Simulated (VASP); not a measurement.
# CoSn2 (I4/mcm) in VASP: electric field gradients with LDA

Aim: the electric field gradients of CoSn2 with LDA.

Everything below comes from runs of VASP 6.6.1. Logs are shortened: lines on timing, memory, paths and dates and some standing lists are left out, and cuts for length are marked.

### 1 The cell of the first run

It takes space group I4/mcm (No. 140, tetragonal). Conventional cell: a = 6.217 Å, b = 6.217 Å, c = 5.369 Å, α = 90.00°, β = 90.00°, γ = 90.00°. Co (site symmetry 422) has 8 Sn at 2.68 Å and 2 Co at 2.68 Å within 3.5 Å. Sn (site symmetry m2m) has 4 Co at 2.68 Å and 11 Sn at 2.93 to 3.39 Å within 3.5 Å.

### 2 Electric field gradients, LDA

Contents of INCAR:

```
SYSTEM = CoSn2
ALGO     = Fast           ! electronic algorithm
EDIFF    = 1E-8           ! SCF threshold, eV
ENCUT    = 520            ! plane-wave cutoff, eV
ISIF     = 2              ! what is computed and relaxed
ISMEAR   = -1             ! smearing method
LASPH    = .True.         ! aspherical terms in the spheres
LCHARG   = .False.        ! write CHGCAR
LEFG     = .True.       
LREAL    = .False.        ! projectors in reciprocal space
LWAVE    = .False.        ! write WAVECAR
NBANDS   = 46             ! bands
NELM     = 100            ! most SCF steps
PREC     = Accurate       ! precision mode
SIGMA    = 0.15           ! smearing width, eV
```

Contents of KPOINTS:

```
k-points
0
Gamma
  8 8 8
  0 0 0
```

Contents of POSCAR:

```
CoSn2
1.0
   -3.1087049756      3.1087049756      2.6843534204
    3.1087049756     -3.1087049756      2.6843534204
    3.1087049756      3.1087049756     -2.6843534204
Co Sn
2 4
Direct
    0.2500000000      0.2500000000      0.0000000000
    0.7500000000      0.7500000000      0.0000000000
    0.6667387807      0.1667387807      0.8334775613
    0.1667387807      0.3332612193      0.5000000000
    0.3332612193      0.8332612193      0.1665224387
    0.8332612193      0.6667387807      0.5000000000
```

Potentials or basis: VASP PAW LDA potentials, release 64 (Co, Sn_d).

The run is started by

```console
$ cat potpaw_LDA.64/Co/POTCAR potpaw_LDA.64/Sn_d/POTCAR > POTCAR
$ mpirun -np 1 vasp_std > vasp.out
```

OUTCAR:

```text
SYSTEM = CoSn2
   EDIFF = 1E-8
   ENCUT = 520
   ISIF = 2
   ISMEAR = -1
   LASPH = .True.
   LREAL = .False.
   NELM = 100
   PREC = Accurate

 ion  position               nearest neighbor table
   1  0.250  0.250  0.000-   5 2.68   3 2.68   4 2.68   4 2.68   6 2.68   6 2.68   5 2.68   3 2.68
                             2 2.68   2 2.68
   2  0.750  0.750  0.000-   5 2.68   3 2.68   6 2.68   6 2.68   4 2.68   4 2.68   3 2.68   5 2.68
                             1 2.68   1 2.68
   3  0.667  0.167  0.833-   1 2.68   2 2.68   1 2.68   2 2.68   5 2.93   5 3.06   5 3.06   6 3.28
                             4 3.28   4 3.28   6 3.28   6 3.39   4 3.39   4 3.39   6 3.39
   4  0.167  0.333  0.500-   1 2.68   1 2.68   2 2.68   2 2.68   6 2.93   6 3.06   6 3.06   3 3.28
                             5 3.28   5 3.28   3 3.28   3 3.39   5 3.39   3 3.39   5 3.39
   5  0.333  0.833  0.167-   1 2.68   2 2.68   1 2.68   2 2.68   3 2.93   3 3.06   3 3.06   6 3.28
                             4 3.28   6 3.28   4 3.28   4 3.39   6 3.39   6 3.39   4 3.39
   6  0.833  0.667  0.500-   2 2.68   2 2.68   1 2.68   1 2.68   4 2.93   4 3.06   4 3.06   5 3.28
                             3 3.28   3 3.28   5 3.28   5 3.39   3 3.39   3 3.39   5 3.39

  LATTYP: Found a body centered tetragonal cell.
 ALAT       =     6.2174099512
 C/A-ratio  =     0.8634957133

  Lattice vectors:

 A1 = (  -3.1087049756,   3.1087049756,   2.6843534204)
 A2 = (   3.1087049756,  -3.1087049756,   2.6843534204)
 A3 = (   3.1087049756,   3.1087049756,  -2.6843534204)

Analysis of symmetry for initial positions (statically):
=====================================================================
 Subroutine PRICEL returns:
 Original cell was already a primitive cell.

 Routine SETGRP: Setting up the symmetry group for a
 body centered tetragonal supercell.

 Subroutine GETGRP returns: Found 16 space group operations
 (whereof  8 operations were pure point group operations)
 out of a pool of 16 trial point group operations.

The static configuration has the point symmetry C_4h.
 The point group associated with its full space group is D_4h.

Analysis of symmetry for dynamics (positions and initial velocities):
=====================================================================
 Subroutine PRICEL returns:
 Original cell was already a primitive cell.

 Routine SETGRP: Setting up the symmetry group for a
 body centered tetragonal supercell.

 Subroutine GETGRP returns: Found 16 space group operations
 (whereof  8 operations were pure point group operations)
 out of a pool of 16 trial point group operations.

The dynamic configuration has the point symmetry C_4h.
 The point group associated with its full space group is D_4h.

 Subroutine INISYM returns: Found 16 space group operations
 (whereof  8 operations are pure point group operations),
 and found     1 'primitive' translations

----------------------------------------------------------------------------------------

                                     Primitive cell

  volume of cell :     103.7669

  direct lattice vectors                    reciprocal lattice vectors
    -3.108704976  3.108704976  2.684353420     0.000000000  0.160838678  0.186264594
     3.108704976 -3.108704976  2.684353420     0.160838678  0.000000000  0.186264594
     3.108704976  3.108704976 -2.684353420     0.160838678  0.160838678  0.000000000

  length of vectors
     5.151101488  5.151101488  5.151101488     0.246096687  0.246096687  0.227460240

  position of ions in fractional coordinates (direct lattice)
     0.250000000  0.250000000  0.000000000
     0.750000000  0.750000000  0.000000000
     0.666738781  0.166738781  0.833477561
     0.166738781  0.333261219  0.500000000
     0.333261219  0.833261219  0.166522439
     0.833261219  0.666738781  0.500000000

  ion indices of the primitive-cell ions
   primitive index   ion index
                 1           1
                 2           2
                 3           3
                 4           4
                 5           5
                 6           6

----------------------------------------------------------------------------------------

 KPOINTS: k-points

Automatic generation of k-mesh.
 Grid dimensions read from file:
 generate k-points for:    8    8    8

 Generating k-lattice:

  Cartesian coordinates                     Fractional coordinates (reciprocal lattice)
     0.000000000  0.020104835  0.023283074     0.125000000 -0.000000000  0.000000000
     0.020104835  0.000000000  0.023283074    -0.000000000  0.125000000  0.000000000
     0.020104835  0.020104835  0.000000000     0.000000000  0.000000000  0.125000000

  Length of vectors
     0.030762086  0.030762086  0.028432530

  Shift w.r.t. Gamma in fractional coordinates (k-lattice)
     0.000000000  0.000000000  0.000000000

 Subroutine IBZKPT returns following result:
 ===========================================

 Found     59 irreducible k-points:

 Following reciprocal coordinates:
            Coordinates               Weight
  0.000000  0.000000  0.000000      1.000000
  0.125000  0.000000  0.000000      8.000000
  0.250000  0.000000  0.000000      8.000000
  0.375000 -0.000000  0.000000      8.000000
  0.500000  0.000000  0.000000      4.000000
  0.125000  0.125000  0.000000      8.000000
[... 16 lines left out ...]
  0.250000  0.125000  0.125000     16.000000
  0.375000  0.125000  0.125000      8.000000
 [... further k-points ...]
   k-points           NKPTS =     59   k-points in BZ     NKDIM =     59   number of bands    NBANDS=     46
   number of dos      NEDOS =    301   number of ions     NIONS =      6
   total plane-waves  NPLWV =  64000
   dimension x,y,z NGX =    40 NGY =   40 NGZ =   40
   dimension x,y,z NGXF=    80 NGYF=   80 NGZF=   80
   ions per type =               2   4
   NGX,Y,Z   is equivalent  to a cutoff of  12.91, 12.91, 12.91 a.u.
   NGXF,Y,Z  is equivalent  to a cutoff of  25.82, 25.82, 25.82 a.u.
 SYSTEM =  CoSn2
   PREC   = accura    normal or accurate (medium, high low for compatibility)
   ISTART =      0    job   : 0-new  1-cont  2-samecut
   ICHARG =      2    charge: 1-file 2-atom 10-const
   ISPIN  =      1    spin polarized calculation?
   LNONCOLLINEAR =      F non collinear calculations
   LSORBIT =      F    spin-orbit coupling
   LASPH  =      T    aspherical Exc in radial PAW
   ENCUT  =  520.0 eV  38.22 Ry    6.18 a.u.   9.58  9.58  9.58*2*pi/ulx,y,z
   NELM   =    100;   NELMIN=  2; NELMDL= -5     # of ELM steps
   EDIFF  = 0.1E-07   stopping-criterion for ELM
   LREAL  =      F    real-space projection
   EDIFFG = 0.1E-06   stopping-criterion for IOM
   NSW    =      0    number of steps for IOM
   IBRION =     -1    ionic relax: 0-MD 1-quasi-New 2-CG
   NFREE  =      0    steps in history (QN), initial steepest desc. (CG)
   ISIF   =      2    stress and relaxation
   ISYM   =      2    0-nonsym 1-usesym 2-fastsym
   POTIM  = 0.5000    time-step for ionic-motion
   TEBEG  =    0.0;   TEEND  =   0.0 temperature during run
   PSTRESS=    0.0 pullay stress
   NELECT =      74.0000    total number of electrons
   NUPDOWN=      -1.0000    fix difference up-down
   EMIN   =  10.00;   EMAX   =-10.00  energy-range for DOS
   EFERMI =   0.00;   METHOD = LEGACY
   ISMEAR =    -1;   SIGMA  =   0.15  broadening in eV -4-tet -1-fermi 0-gaus
   EFERMI_NEDOS =   21; number of points for ismear=-14 and -15
   IALGO  =     68    algorithm
   IMIX   =      4    mixing-type and parameters
     AMIX     =   0.40;   BMIX     =  1.00
     AMIX_MAG =   1.60;   BMIX_MAG =  1.00
  volume/ion in A,a.u.               =      17.29       116.71
  Fermi-wavevector in a.u.,A,eV,Ry     =   1.462623  2.763957 29.106496  2.139267
  Thomas-Fermi vector in A             =   2.578815
   LORBIT       =      0    0 simple, 1 ext, 2 COOP (PROOUT), +10 PAW based schemes
   GGA     = CA    functional components
   LHFCALC =     F    Hartree Fock is set to
   AEXX    =    0.0000 exact exchange contribution
   IVDW    =     0    specifies the selected vdW correction
   LEPSILON=     F    determine dielectric tensor
   LRPA    =     F    only Hartree local field effects (RPA)
 non-spin polarized calculation
 RMM-DIIS sequential band-by-band and
  energy-cutoff  :      520.00
  volume of cell :      103.77
 maximum number of plane-waves:      2826
 NGX is ok and might be reduce to    40
   NGX = 19   NGY = 19   NGZ = 19

 number of electron      73.9999991 magnetization

 Free energy of the ion-electron system (eV)
  ---------------------------------------------------
  ext. energy  EPLUGINS =         0.00000000
  ---------------------------------------------------
  free energy    TOTEN  =       -35.25689087 eV

  energy without entropy =      -35.01897105  energy(sigma->0) =      -35.13793096

 E-fermi :  11.1680     XC(G=0): -12.3531

 val. band max:       11.1677262839   @ k =  -0.2500  -0.2500   0.1250
 cond. band min:      11.1752112552   @ k =   0.2500   0.1250   0.1250
 fundamental gap:      0.0074849713
 Fermi energy:        11.1680150975

 k-point     1 :       0.0000    0.0000    0.0000
  band No.  band energies     occupation
      1     -10.3921      2.00000
      2     -10.3647      2.00000
      3     -10.3341      2.00000
      4     -10.3341      2.00000
      5     -10.3328      2.00000
      6     -10.3314      2.00000
[... 38 lines left out ...]
     45      16.2763      0.00000
     46      16.7942      0.00000
[... 1086 lines left out ...]
      6     -10.3131      2.00000
[... 38 lines left out ...]
     45      15.5155      0.00000
     46      15.5155      0.00000

 [... further k-points ...]
[... 5 lines left out ...]
  --------------------------------------------------------------------------------------
  -------------------------------------------------------------------------------------
  Total        0.0799005      0.0799005      0.1092913      0.0000000     -0.0000000      0.0000000
  in kB        1.2336765      1.2336765      1.6874752      0.0000000     -0.0000000      0.0000000
  external PRESSURE =       1.3849427 kB  Pullay stress =       0.0000000 kB

 VOLUME and BASIS-vectors are now :
 -----------------------------------------------------------------------------
  energy-cutoff  :      520.00
  volume of cell :      103.77
      direct lattice vectors                 reciprocal lattice vectors
    -3.108704976  3.108704976  2.684353420     0.000000000  0.160838678  0.186264594
     3.108704976 -3.108704976  2.684353420     0.160838678  0.000000000  0.186264594
     3.108704976  3.108704976 -2.684353420     0.160838678  0.160838678  0.000000000

 POSITION                                       TOTAL-FORCE (eV/Angst)
 -----------------------------------------------------------------------------------
      0.00000      0.00000      1.34218        -0.000000      0.000000      0.000000
      0.00000      0.00000      4.02653        -0.000000      0.000000      0.000000
      1.03668      4.14539      0.00000         0.004758      0.004758      0.000000
      2.07202      1.03668      0.00000        -0.004758      0.004758      0.000000
      2.07202     -1.03668      2.68435        -0.004758     -0.004758     -0.000000
      1.03668      2.07202      2.68435         0.004758     -0.004758      0.000000
 -----------------------------------------------------------------------------------
    total drift:                               -0.000000     -0.000000      0.000000

  FREE ENERGIE OF THE ION-ELECTRON SYSTEM (eV)
  ---------------------------------------------------
  free  energy   TOTEN  =       -35.2568908723 eV

  energy  without entropy=      -35.0189710465  energy(sigma->0) =      -35.13793096

 Electric field gradients (V/A^2)
---------------------------------------------------------------------
 ion       V_xx      V_yy      V_zz      V_xy      V_xz      V_yz
---------------------------------------------------------------------
   1       1.719     1.719    -3.438    -0.002    -0.002    -0.002
   2       1.719     1.719    -3.438    -0.002    -0.002    -0.002
   3     -31.188   -31.188    62.376    75.213    -0.001    -0.001
   4     -31.188   -31.188    62.375   -75.215    -0.001    -0.001
   5     -31.188   -31.188    62.376    75.213    -0.001    -0.001
   6     -31.188   -31.188    62.375   -75.215    -0.001    -0.001
---------------------------------------------------------------------

 Electric field gradients after diagonalization (V/A^2)
 (convention: |V_zz| > |V_xx| > |V_yy|)
----------------------------------------------------------------------
 ion       V_xx      V_yy      V_zz     asymmetry (V_yy - V_xx)/ V_zz
----------------------------------------------------------------------
   1       1.721     1.717    -3.438       0.001
   2       1.721     1.717    -3.438       0.001
   3      62.376    44.025  -106.401       0.172
   4      62.375    44.027  -106.403       0.172
   5      62.376    44.025  -106.401       0.172
   6      62.375    44.027  -106.403       0.172
----------------------------------------------------------------------

           NMR quadrupolar parameters

 Cq : quadrupolar parameter    Cq=e*Q*V_zz/h
 eta: asymmetry parameters     (V_yy - V_xx)/ V_zz
 Q  : nuclear electric quadrupole moment in mb (millibarn)
----------------------------------------------------------------------
 ion       Cq(MHz)       eta       Q (mb)
----------------------------------------------------------------------
   1      -0.008       0.001       1.000
   2      -0.008       0.001       1.000
   3      -0.257       0.172       1.000
   4      -0.257       0.172       1.000
   5      -0.257       0.172       1.000
   6      -0.257       0.172       1.000
----------------------------------------------------------------------
```

It took 7.7 min on 1 thread of Intel Xeon Platinum 8375C at 2.90GHz (Ice Lake), shared host; peak memory 0.35 GiB.

Results:

```yaml
Free_energy: -35.2569 eV
Pressure: 0.1 GPa
Largest_force: 0.007 eV/Å
Band_gap_on_the_k_mesh: zero (bands 37 and 38 overlap by 1.76 eV)
Largest_electric_field_gradient_by_atom: Co -3.4; Sn -106.4 V/Å²
```

Forces in eV/Å, atoms in the order of the input:
```
Co   0.000  0.000  0.000
Co   0.000  0.000  0.000
Sn   0.005  0.005  0.000
Sn  -0.005  0.005  0.000
Sn  -0.005 -0.005  0.000
Sn   0.005 -0.005  0.000
```

Levels at points of the mesh, in eV from the Fermi level:
```csv
k point,band 34,band 35,band 36,band 37,band 38,band 39,band 40,band 41
"(0.00, 0.00, 0.00)",-1.36,-1.24,-1.11,-0.66,-0.66,0.42,0.52,0.52
"(0.50, 0.00, 0.00)",-1.10,-0.78,-0.78,0.22,0.22,2.00,2.00,3.38
"(0.50, 0.50, 0.00)",-1.21,-1.13,-0.79,-0.65,0.72,0.89,1.50,3.01
"(0.50, 0.50, 0.50)",-0.77,-0.77,0.24,0.26,1.70,2.74,2.78,2.78
```

Electric field gradients, principal values (V/Å²):
```csv
atom,least,middle,greatest (by size)
1 Co,1.717,1.721,-3.438
2 Co,1.717,1.721,-3.438
3 Sn,44.025,62.376,-106.401
4 Sn,44.027,62.375,-106.403
5 Sn,44.025,62.376,-106.401
6 Sn,44.027,62.375,-106.403
```

Caveat: without QUAD_EFG the Cq values of the log hold for a quadrupole moment of 1 mb, not for the nuclei; spin-orbit coupling is left out, which moves the levels of the heavy elements; the run has no spin polarisation, though such a crystal can be magnetic. Spin polarisation is off, so any magnetic state and its effect on volume and gap are missing.
